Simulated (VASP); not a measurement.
# AlP (gw) (I-4m2) in VASP: further runs

The runs below take AlP (gw) through single point, with PBEsol.

Program: VASP 6.6.1. These are calculated values, not measurements. Logs are shortened: lines on timing, memory, paths and dates and some standing lists are left out, and cuts for length are marked.

**1. The cell of the first run**

The structure is tetragonal, space group I-4m2 (No. 119). The conventional cell has a = 3.829 Å, b = 3.829 Å, c = 5.526 Å, α = 90.00°, β = 90.00°, γ = 90.00°. Al (site symmetry -4m2) has 4 P at 2.36 Å within 3.1 Å. Within 3.1 Å of P (site symmetry -4m2) lie 4 Al at 2.36 Å.

**2. Single point, PBEsol**

INCAR

```
ALGO = Normal
EDIFF = 1E-6
ENCUT = 500
GGA = PS
GGA_COMPAT = False
ISIF = 2
ISMEAR = 0
LASPH = True
LCHARG = True
LELF = True
LREAL = False
LVHAR = True
LWAVE = False
NBANDS = 11
NELM = 120
PREC = Accurate
SIGMA = 0.01
```

KPOINTS

```
k-points
0
Gamma
  4 4 4
```

POSCAR

```
AlP
1.0
    0.0000000000      2.7078050199      2.7631478633
    2.7078050199      0.0000000000      2.7631478633
    2.7078050199      2.7078050199      0.0000000000
Al P
1 1
Direct
    0.0000000000      0.0000000000      0.0000000000
    0.2500000000      0.2500000000      0.2500000000
```

Potentials or basis: VASP PAW PBE potentials, release 64 (Al, P).

On the command line:

```bash
$ cat potpaw_PBE.64/Al/POTCAR potpaw_PBE.64/P/POTCAR > POTCAR
$ mpirun -np 1 vasp_std > vasp.out
```

OUTCAR:

```text
EDIFF = 1E-6
   ENCUT = 500
   GGA = PS
   ISIF = 2
   ISMEAR = 0
   LASPH = True
   LREAL = False
   NELM = 120
   PREC = Accurate

 ion  position               nearest neighbor table
   1  0.000  0.000  0.000-   2 2.36   2 2.36   2 2.36   2 2.36
   2  0.250  0.250  0.250-   1 2.36   1 2.36   1 2.36   1 2.36

  LATTYP: Found a body centered tetragonal cell.
 ALAT       =     3.8294145834
 C/A-ratio  =     1.4431176375

  Lattice vectors:

 A1 = (  -2.7078050199,   0.0000000000,   2.7631478633)
 A2 = (   2.7078050199,   0.0000000000,   2.7631478633)
 A3 = (   0.0000000000,   2.7078050199,  -2.7631478633)

Analysis of symmetry for initial positions (statically):
=====================================================================
 Subroutine PRICEL returns:
 Original cell was already a primitive cell.

 Routine SETGRP: Setting up the symmetry group for a
 body centered tetragonal supercell.

 Subroutine GETGRP returns: Found  8 space group operations
 (whereof  8 operations were pure point group operations)
 out of a pool of 16 trial point group operations.

The static configuration has the point symmetry D_2d.

Analysis of symmetry for dynamics (positions and initial velocities):
=====================================================================
 Subroutine PRICEL returns:
 Original cell was already a primitive cell.

 Routine SETGRP: Setting up the symmetry group for a
 body centered tetragonal supercell.

 Subroutine GETGRP returns: Found  8 space group operations
 (whereof  8 operations were pure point group operations)
 out of a pool of 16 trial point group operations.

The dynamic configuration has the point symmetry D_2d.

 Subroutine INISYM returns: Found  8 space group operations
 (whereof  8 operations are pure point group operations),
 and found     1 'primitive' translations

----------------------------------------------------------------------------------------

                                     Primitive cell

  volume of cell :      40.5199

  direct lattice vectors                    reciprocal lattice vectors
     0.000000000  2.707805020  2.763147863    -0.184651404  0.184651404  0.180953038
     2.707805020  0.000000000  2.763147863     0.184651404 -0.184651404  0.180953038
     2.707805020  2.707805020  0.000000000     0.184651404  0.184651404 -0.180953038

  length of vectors
     3.868745810  3.868745810  3.829414583     0.317704712  0.317704712  0.317704712

  position of ions in fractional coordinates (direct lattice)
     0.000000000  0.000000000  0.000000000
     0.250000000  0.250000000  0.250000000

  ion indices of the primitive-cell ions
   primitive index   ion index
                 1           1
                 2           2

----------------------------------------------------------------------------------------

 KPOINTS: k-points

Automatic generation of k-mesh.
 Grid dimensions read from file:
 generate k-points for:    4    4    4

 Generating k-lattice:

  Cartesian coordinates                     Fractional coordinates (reciprocal lattice)
    -0.046162851  0.046162851  0.045238259     0.250000000  0.000000000  0.000000000
     0.046162851 -0.046162851  0.045238259     0.000000000  0.250000000  0.000000000
     0.046162851  0.046162851 -0.045238259     0.000000000  0.000000000  0.250000000

  Length of vectors
     0.079426178  0.079426178  0.079426178

  Shift w.r.t. Gamma in fractional coordinates (k-lattice)
     0.000000000  0.000000000  0.000000000

 Subroutine IBZKPT returns following result:
 ===========================================

 Found     13 irreducible k-points:

 Following reciprocal coordinates:
            Coordinates               Weight
  0.000000  0.000000  0.000000      1.000000
  0.250000  0.000000  0.000000      8.000000
  0.500000  0.000000  0.000000      4.000000
  0.250000  0.250000  0.000000      2.000000
  0.500000  0.250000  0.000000      8.000000
 -0.250000  0.250000  0.000000      4.000000
  0.500000  0.500000  0.000000      1.000000
  0.250000  0.000000  0.250000      4.000000
  0.500000  0.000000  0.250000     16.000000
 -0.250000  0.000000  0.250000      8.000000
 -0.250000  0.500000  0.250000      4.000000
  0.500000  0.000000  0.500000      2.000000
 -0.250000  0.250000  0.500000      2.000000
   k-points           NKPTS =     13   k-points in BZ     NKDIM =     13   number of bands    NBANDS=     11
   number of dos      NEDOS =    301   number of ions     NIONS =      2
   total plane-waves  NPLWV =  21952
   dimension x,y,z NGX =    28 NGY =   28 NGZ =   28
   dimension x,y,z NGXF=    56 NGYF=   56 NGZF=   56
   ions per type =               1   1
   NGX,Y,Z   is equivalent  to a cutoff of  12.03, 12.03, 12.16 a.u.
   NGXF,Y,Z  is equivalent  to a cutoff of  24.06, 24.06, 24.31 a.u.
 SYSTEM =  unknown system
   PREC   = accura    normal or accurate (medium, high low for compatibility)
   ISTART =      0    job   : 0-new  1-cont  2-samecut
   ICHARG =      2    charge: 1-file 2-atom 10-const
   ISPIN  =      1    spin polarized calculation?
   LNONCOLLINEAR =      F non collinear calculations
   LSORBIT =      F    spin-orbit coupling
   LASPH  =      T    aspherical Exc in radial PAW
   ENCUT  =  500.0 eV  36.75 Ry    6.06 a.u.   7.05  7.05  6.98*2*pi/ulx,y,z
   NELM   =    120;   NELMIN=  2; NELMDL= -5     # of ELM steps
   EDIFF  = 0.1E-05   stopping-criterion for ELM
   LREAL  =      F    real-space projection
   EDIFFG = 0.1E-04   stopping-criterion for IOM
   NSW    =      0    number of steps for IOM
   IBRION =     -1    ionic relax: 0-MD 1-quasi-New 2-CG
   NFREE  =      0    steps in history (QN), initial steepest desc. (CG)
   ISIF   =      2    stress and relaxation
   ISYM   =      2    0-nonsym 1-usesym 2-fastsym
   POTIM  = 0.5000    time-step for ionic-motion
   TEBEG  =    0.0;   TEEND  =   0.0 temperature during run
   PSTRESS=    0.0 pullay stress
   NELECT =       8.0000    total number of electrons
   NUPDOWN=      -1.0000    fix difference up-down
   EMIN   =  10.00;   EMAX   =-10.00  energy-range for DOS
   EFERMI =   0.00;   METHOD = LEGACY
   ISMEAR =     0;   SIGMA  =   0.01  broadening in eV -4-tet -1-fermi 0-gaus
   EFERMI_NEDOS =   21; number of points for ismear=-14 and -15
   IALGO  =     38    algorithm
   IMIX   =      4    mixing-type and parameters
     AMIX     =   0.40;   BMIX     =  1.00
     AMIX_MAG =   1.60;   BMIX_MAG =  1.00
  volume/ion in A,a.u.               =      20.26       136.72
  Fermi-wavevector in a.u.,A,eV,Ry     =   0.953268  1.801416 12.363895  0.908721
  Thomas-Fermi vector in A             =   2.081908
   LORBIT       =      0    0 simple, 1 ext, 2 COOP (PROOUT), +10 PAW based schemes
   GGA     = PS    functional components
   LHFCALC =     F    Hartree Fock is set to
   AEXX    =    0.0000 exact exchange contribution
   IVDW    =     0    specifies the selected vdW correction
   LEPSILON=     F    determine dielectric tensor
   LRPA    =     F    only Hartree local field effects (RPA)
 non-spin polarized calculation
 Gauss-broadening in eV      SIGMA  =   0.01
  energy-cutoff  :      500.00
  volume of cell :       40.52
 maximum number of plane-waves:      1044
   NGX = 15   NGY = 15   NGZ = 13

 number of electron       8.0000000 magnetization

 Free energy of the ion-electron system (eV)
  ---------------------------------------------------
  ext. energy  EPLUGINS =         0.00000000
  ---------------------------------------------------
  free energy    TOTEN  =       -10.88960345 eV

  energy without entropy =      -10.88960345  energy(sigma->0) =      -10.88960345

 E-fermi :   4.7589     XC(G=0):  -9.3673

 val. band max:        4.6493475688   @ k =   0.0000   0.0000   0.0000
 cond. band min:       5.9805980979   @ k =   0.5000   0.0000   0.5000
 fundamental gap:      1.3312505291
 Fermi energy:         4.7589376133

 k-point     1 :       0.0000    0.0000    0.0000
  band No.  band energies     occupation
      1      -6.9430      2.00000
      2       4.5499      2.00000
      3       4.6493      2.00000
      4       4.6493      2.00000
      5       7.8414      0.00000
      6       9.1000      0.00000
      7       9.1000      0.00000
      8       9.1230      0.00000
      9      13.2065      0.00000
     10      13.5868      0.00000
     11      14.7142      0.00000

 k-point     2 :       0.2500    0.0000    0.0000
  band No.  band energies     occupation
      1      -6.2745      2.00000
      2       1.3902      2.00000
      3       4.1033      2.00000
      4       4.2279      2.00000
      5       7.8532      0.00000
      6       9.6464      0.00000
      7       9.7394      0.00000
      8      11.4751      0.00000
      9      12.8172      0.00000
     10      12.8999      0.00000
     11      14.7946      0.00000

 k-point     3 :       0.5000    0.0000    0.0000
  band No.  band energies     occupation
      1      -5.2254      2.00000
      2      -1.0044      2.00000
      3       3.7571      2.00000
      4       3.9265      2.00000
      5       7.3311      0.00000
      6       9.2605      0.00000
      7       9.4286      0.00000
      8      12.6870      0.00000
      9      16.0226      0.00000
     10      16.2208      0.00000
     11      16.3094      0.00000
[... 113 lines left out ...]
 k-point    12 :       0.5000    0.0000    0.5000
  band No.  band energies     occupation
      1      -4.5221      2.00000
      2      -0.7113      2.00000
      3       2.4253      2.00000
      4       2.4266      2.00000
      5       5.9806      0.00000
      6       6.8955      0.00000
      7      15.3947      0.00000
      8      15.7594      0.00000
      9      16.6106      0.00000
     10      16.6574      0.00000
     11      16.8910      0.00000

 k-point    13 :      -0.2500    0.2500    0.5000
  band No.  band energies     occupation
      1      -4.4745      2.00000
      2      -0.3252      2.00000
      3       1.3681      2.00000
      4       1.7244      2.00000
      5       8.6865      0.00000
      6      10.3859      0.00000
      7      10.4934      0.00000
      8      10.7066      0.00000
      9      16.0605      0.00000
     10      16.8212      0.00000
     11      18.0625      0.00000

------------------------ aborting loop because EDIFF is reached ----------------------------------------

  FORCE on cell =-STRESS in cart. coord.  units (eV):
  Direction    XX          YY          ZZ          XY          YZ          ZX
  --------------------------------------------------------------------------------------
  -------------------------------------------------------------------------------------
  Total        0.4489954      0.4489954      0.1165476      0.0000000      0.0000000      0.0000000
  in kB       17.7534852     17.7534852      4.6083441      0.0000000      0.0000000      0.0000000
  external PRESSURE =      13.3717715 kB  Pullay stress =       0.0000000 kB

 VOLUME and BASIS-vectors are now :
 -----------------------------------------------------------------------------
  energy-cutoff  :      500.00
  volume of cell :       40.52
      direct lattice vectors                 reciprocal lattice vectors
     0.000000000  2.707805020  2.763147863    -0.184651404  0.184651404  0.180953038
     2.707805020  0.000000000  2.763147863     0.184651404 -0.184651404  0.180953038
     2.707805020  2.707805020  0.000000000     0.184651404  0.184651404 -0.180953038

 POSITION                                       TOTAL-FORCE (eV/Angst)
 -----------------------------------------------------------------------------------
      0.00000      0.00000      0.00000         0.000000      0.000000     -0.000000
      1.35390      1.35390      1.38157         0.000000      0.000000      0.000000
 -----------------------------------------------------------------------------------
    total drift:                                0.000000      0.000000      0.000000

  FREE ENERGIE OF THE ION-ELECTRON SYSTEM (eV)
  ---------------------------------------------------
  free  energy   TOTEN  =       -10.8896034526 eV

  energy  without entropy=      -10.8896034526  energy(sigma->0) =      -10.88960345
```

Wall time 4 s (1 thread of Intel Xeon 6975P-C (Granite Rapids), shared host); peak memory 0.14 GiB.

Results:

```
Free energy            : -10.8896 eV
Pressure               : 1.3 GPa
Band gap on the k mesh : 1.33 eV, indirect (least direct gap 3.19 eV)
```

Stress tensor (GPa, compression positive):
```
1.78 0.00 0.00
0.00 1.78 0.00
0.00 0.00 0.46
```

Caveat: the k points lie up to 0.50 Å⁻¹ apart; the PAW data sets were made with another functional, which shifts forces and pressure a little. A k mesh can miss the band edges.

**3. Single point, PBEsol**

INCAR

```
SYSTEM = AlP
  PREC = Accurate
  ENCUT = 500
  EDIFF = 1E-6
  ISMEAR = 0
  SIGMA = 0.01
  LREAL = .FALSE.
  LASPH = .TRUE.
  NELM = 120
  ALGO = Normal
  ISIF = 2
  LWAVE = .FALSE.
  LCHARG = .TRUE.
  GGA = PS
  LELF = .TRUE.
  LVHAR = .TRUE.
  NBANDS = 11
  GGA_COMPAT = .FALSE.
```

KPOINTS

```
regular mesh
0
G
  4 4 4
  0 0 0
```

POSCAR is that of step 2.

Potentials or basis: VASP PAW PBE potentials, release 64 (Al, P).

On the command line:

```bash
$ cat potpaw_PBE.64/Al/POTCAR potpaw_PBE.64/P/POTCAR > POTCAR
$ mpirun -np 1 vasp_std > vasp.out
```

It took 3.6 s on 1 thread of Intel Xeon 6975P-C (Granite Rapids), shared host; peak memory 0.14 GiB.

The run converged. Its results:

```
Free energy            : -10.8896 eV
Pressure               : 1.3 GPa
Band gap on the k mesh : 1.33 eV, indirect (least direct gap 3.19 eV)
```

Stress tensor (GPa, compression positive):
```
1.78 0.00 0.00
0.00 1.78 0.00
0.00 0.00 0.46
```

Levels at points of the mesh, in eV from the valence-band top:
```
           k point  band 1  band 2  band 3  band 4  band 5  band 6  band 7  band 8  band 9
(0.00, 0.00, 0.00)  -11.59   -0.10    0.00    0.00    3.19    4.45    4.45    4.47    8.56
(0.50, 0.00, 0.00)   -9.87   -5.65   -0.89   -0.72    2.68    4.61    4.78    8.04   11.37
(0.50, 0.50, 0.00)   -9.25   -5.50   -2.08   -2.08    1.44    2.43   11.01   11.01   11.82
(0.50, 0.00, 0.50)   -9.17   -5.36   -2.22   -2.22    1.33    2.25   10.75   11.11   11.96
```

Caveat: the k points lie up to 0.50 Å⁻¹ apart; the PAW data sets were made with another functional, which shifts forces and pressure a little.
